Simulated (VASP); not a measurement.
Fe:

```
Fe
1.0
     0.00000    1.94174    1.96511
     1.49844    0.00000    1.96511
     1.49844    1.94174    0.00000
Fe
1
Cartesian
  0.0000 0.0000 0.0000
```

Base run:

```yaml
Program: VASP 6.6.1
Functional: BLYP
Potentials_or_basis: VASP PAW PBE potentials, release 64 (Fe)
Cutoff: 520 eV
k_mesh: 13 × 13 × 13
Occupations: fermi-dirac, width 0.05 eV
Spin: collinear spin, ferromagnetic start
Starting_moments: "[3.0] μB"
```

Its results: pressure 7.2 GPa; net moment 2.15 μB per cell; site moments Fe +2.15 μB.

The run is repeated on the same cell with these changes: functional from BLYP to revPBE. What comes out?

Pressure 3.5 GPa; net moment 2.23 μB per cell; site moments Fe +2.23 μB.

Caveats: the cell stands under pressure; the PAW data sets were made with another functional, which shifts forces and pressure a little.
